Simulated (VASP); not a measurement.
# Hf4B9 (a cell with a defect) in VASP: single point with PBE

Aim: the single point of Hf4B9 (a cell with a defect) with PBE.

Program: VASP 6.6.1. These are calculated values, not measurements. Logs are shortened: lines on timing, memory, paths and dates and some standing lists are left out, and cuts for length are marked.

### Step 1. The cell of the first run

The cell holds a defect, 13 atoms: a = 6.280 Å, b = 6.280 Å, c = 3.480 Å, α = 90.00°, β = 90.00°, γ = 120.00°.

### Step 2. Single point, PBE

INCAR

```
ALGO = Normal
EDIFF = 1E-6
ENCUT = 420
GGA = PE
GGA_COMPAT = False
ISIF = 2
ISMEAR = -1
LASPH = True
LCHARG = False
LREAL = False
LWAVE = False
NBANDS = 46
NELM = 120
PREC = Accurate
SIGMA = 0.1
```

KPOINTS

```
k-points
0
Gamma
  3 3 4
```

POSCAR

```
Hf4B9
1.0
    6.2800002680      0.0000000000      0.0000000000
   -3.1400001340      5.4386397679      0.0000000000
    0.0000000000      0.0000000000      3.4800000000
Hf B
4 9
Direct
    0.0000000000      0.0000000000      0.0000000000
    0.0000000000      0.5000000000      0.0000000000
    0.5000000000      0.0000000000      0.0000000000
    0.5000000000      0.5000000000      0.0000000000
    0.1666666667      0.3333333333      0.5000000000
    0.3333333333      0.1666666667      0.5000000000
    0.1666666667      0.8333333333      0.5000000000
    0.3333333333      0.6666666667      0.5000000000
    0.6666666667      0.3333333333      0.5000000000
    0.8333333333      0.1666666667      0.5000000000
    0.6666666667      0.8333333333      0.5000000000
    0.8333333333      0.6666666667      0.5000000000
    0.0000000000      0.0000000000      0.5000000000
```

Potentials or basis: VASP PAW PBE potentials, release 64 (Hf_pv, B).

On the command line:

```sh
$ cat potpaw_PBE.64/Hf_pv/POTCAR potpaw_PBE.64/B/POTCAR > POTCAR
$ mpirun -np 1 vasp_std > vasp.out
```

OUTCAR:

```text
EDIFF = 1E-6
   ENCUT = 420
   GGA = PE
   ISIF = 2
   ISMEAR = -1
   LASPH = True
   LREAL = False
   NELM = 120
   PREC = Accurate

 ion  position               nearest neighbor table
   1  0.000  0.000  0.000-  13 1.74  13 1.74   6 2.51   6 2.51  11 2.51  11 2.51  12 2.51   5 2.51
                            12 2.51   5 2.51  10 2.51  10 2.51   7 2.51   7 2.51   3 3.14   3 3.14
   2  0.000  0.500  0.000-   8 2.51   9 2.51   8 2.51   9 2.51   7 2.51   7 2.51  10 2.51  10 2.51
                            12 2.51   5 2.51   5 2.51  12 2.51   4 3.14   4 3.14   1 3.14   1 3.14
   3  0.500  0.000  0.000-   7 2.51  10 2.51   7 2.51  10 2.51   9 2.51   8 2.51   9 2.51   8 2.51
                            11 2.51   6 2.51   6 2.51  11 2.51   1 3.14   1 3.14   4 3.14   4 3.14
   4  0.500  0.500  0.000-   5 2.51  12 2.51   5 2.51  12 2.51  11 2.51   6 2.51  11 2.51   6 2.51
                             8 2.51   9 2.51   8 2.51   9 2.51   2 3.14   2 3.14   3 3.14   3 3.14
   5  0.167  0.333  0.500-   6 1.81  13 1.81  10 1.81   8 1.81   4 2.51   4 2.51   1 2.51   1 2.51
                             2 2.51   2 2.51
   6  0.333  0.167  0.500-   5 1.81  13 1.81   9 1.81   7 1.81   1 2.51   1 2.51   4 2.51   4 2.51
                             3 2.51   3 2.51
   7  0.167  0.833  0.500-   8 1.81  12 1.81  13 1.81   6 1.81   3 2.51   3 2.51   2 2.51   2 2.51
                             1 2.51   1 2.51
   8  0.333  0.667  0.500-   7 1.81  11 1.81   5 1.81   2 2.51   2 2.51   3 2.51   3 2.51   4 2.51
                             4 2.51
   9  0.667  0.333  0.500-  10 1.81   6 1.81  12 1.81   2 2.51   2 2.51   3 2.51   3 2.51   4 2.51
                             4 2.51
  10  0.833  0.167  0.500-   9 1.81   5 1.81  13 1.81  11 1.81   3 2.51   3 2.51   2 2.51   2 2.51
                             1 2.51   1 2.51
  11  0.667  0.833  0.500-  12 1.81  13 1.81   8 1.81  10 1.81   1 2.51   1 2.51   4 2.51   4 2.51
                             3 2.51   3 2.51
  12  0.833  0.667  0.500-  11 1.81  13 1.81   7 1.81   9 1.81   4 2.51   4 2.51   1 2.51   1 2.51
                             2 2.51   2 2.51
  13  0.000  0.000  0.500-   1 1.74   1 1.74  11 1.81   6 1.81  12 1.81   5 1.81  10 1.81   7 1.81

  LATTYP: Found a hexagonal cell.
 ALAT       =     6.2800002680
 C/A-ratio  =     0.5541401037

  Lattice vectors:

 A1 = (   6.2800002680,   0.0000000000,   0.0000000000)
 A2 = (  -3.1400001340,   5.4386397679,   0.0000000000)
 A3 = (   0.0000000000,   0.0000000000,   3.4800000000)

Analysis of symmetry for initial positions (statically):
=====================================================================
 Subroutine PRICEL returns:
 Original cell was already a primitive cell.

[... 143 lines left out ...]
   EFERMI_NEDOS =   21; number of points for ismear=-14 and -15
   IALGO  =     38    algorithm
   IMIX   =      4    mixing-type and parameters
     AMIX     =   0.40;   BMIX     =  1.00
     AMIX_MAG =   1.60;   BMIX_MAG =  1.00
  volume/ion in A,a.u.               =       9.14        61.70
  Fermi-wavevector in a.u.,A,eV,Ry     =   1.352353  2.555576 24.883128  1.828858
  Thomas-Fermi vector in A             =   2.479699
   LORBIT       =      0    0 simple, 1 ext, 2 COOP (PROOUT), +10 PAW based schemes
   GGA     = PE    functional components
   LHFCALC =     F    Hartree Fock is set to
   AEXX    =    0.0000 exact exchange contribution
   IVDW    =     0    specifies the selected vdW correction
   LEPSILON=     F    determine dielectric tensor
   LRPA    =     F    only Hartree local field effects (RPA)
 non-spin polarized calculation
  energy-cutoff  :      420.00
  volume of cell :      118.86
 maximum number of plane-waves:      2376
 NGX is ok and might be reduce to    42
   NGX = 21   NGY = 21   NGZ = 11

 number of electron      67.0000023 magnetization

 Free energy of the ion-electron system (eV)
  ---------------------------------------------------
  ext. energy  EPLUGINS =         0.00000000
  ---------------------------------------------------
  free energy    TOTEN  =      -102.58464731 eV

  energy without entropy =     -102.53536899  energy(sigma->0) =     -102.56000815

 E-fermi :   8.6745     XC(G=0): -12.8001

 val. band max:        8.5169337230   @ k =   0.3333   0.3333   0.2500
 cond. band min:       8.7737865711   @ k =   0.0000   0.0000   0.2500
 fundamental gap:      0.2568528481
 Fermi energy:         8.6745343943

 k-point     1 :       0.0000    0.0000    0.0000
  band No.  band energies     occupation
      1     -23.3697      2.00000
      2     -22.5102      2.00000
      3     -22.4561      2.00000
      4     -22.4561      2.00000
      5     -22.2238      2.00000
      6     -22.1256      2.00000
[... 421 lines left out ...]
     44      12.2147      0.00000
     45      12.5066      0.00000
 [bands above 45 left out]

------------------------ aborting loop because EDIFF is reached ----------------------------------------

  FORCE on cell =-STRESS in cart. coord.  units (eV):
  Direction    XX          YY          ZZ          XY          YZ          ZX
  --------------------------------------------------------------------------------------
  -------------------------------------------------------------------------------------
  Total        3.9995056      3.9995056     47.5571594      0.0000000     -0.0000000      0.0000000
  in kB       53.9122784     53.9122784    641.0579468      0.0000000     -0.0000000      0.0000000
  external PRESSURE =     249.6275012 kB  Pullay stress =       0.0000000 kB

 VOLUME and BASIS-vectors are now :
 -----------------------------------------------------------------------------
  energy-cutoff  :      420.00
  volume of cell :      118.86
      direct lattice vectors                 reciprocal lattice vectors
     6.280000268  0.000000000  0.000000000     0.159235662  0.091934752  0.000000000
    -3.140000134  5.438639768  0.000000000     0.000000000  0.183869505  0.000000000
     0.000000000  0.000000000  3.480000000     0.000000000  0.000000000  0.287356322

 POSITION                                       TOTAL-FORCE (eV/Angst)
 -----------------------------------------------------------------------------------
      0.00000      0.00000      0.00000        -0.000000      0.000000      0.000000
     -1.57000      2.71932      0.00000        -0.000000      0.000000      0.000000
      3.14000      0.00000      0.00000        -0.000000      0.000000      0.000000
      1.57000      2.71932      0.00000        -0.000000      0.000000      0.000000
      0.00000      1.81288      1.74000        -0.000000      0.430204     -0.000000
      1.57000      0.90644      1.74000         0.372568      0.215102     -0.000000
     -1.57000      4.53220      1.74000         0.372568     -0.215102     -0.000000
     -0.00000      3.62576      1.74000        -0.000000     -0.000000      0.000000
      3.14000      1.81288      1.74000        -0.000000      0.000000      0.000000
      4.71000      0.90644      1.74000        -0.372568      0.215102      0.000000
      1.57000      4.53220      1.74000        -0.372568     -0.215102      0.000000
      3.14000      3.62576      1.74000        -0.000000     -0.430204      0.000000
      0.00000      0.00000      1.74000        -0.000000      0.000000      0.000000
 -----------------------------------------------------------------------------------
    total drift:                                0.000000     -0.000000     -0.000000

  FREE ENERGIE OF THE ION-ELECTRON SYSTEM (eV)
  ---------------------------------------------------
  free  energy   TOTEN  =      -102.5846473083 eV

  energy  without entropy=     -102.5353689881  energy(sigma->0) =     -102.56000815
```

Wall time 35 s (1 thread of Intel Xeon Platinum 8488C (Sapphire Rapids), shared host); peak memory 0.2 GiB.

Results:

- Free energy: -102.5846 eV
- Pressure: 25.0 GPa
- Largest force: 0.430 eV/Å
- Band gap on the k mesh: zero (an odd number of electrons rules out a gap without spin polarisation)

Forces in eV/Å, atoms in the order of the input:
```
Hf   0.000  0.000  0.000
Hf   0.000  0.000  0.000
Hf   0.000  0.000  0.000
Hf   0.000  0.000  0.000
B    0.000  0.430  0.000
B    0.373  0.215  0.000
B    0.373 -0.215  0.000
B    0.000  0.000  0.000
B    0.000  0.000  0.000
B   -0.373  0.215  0.000
B   -0.373 -0.215  0.000
B    0.000 -0.430  0.000
B    0.000  0.000  0.000
```

Caveat: the k points lie up to 0.45 Å⁻¹ apart, too coarse for converged energies and pressures of a metal; spin-orbit coupling is left out, which moves the levels of the heavy elements.
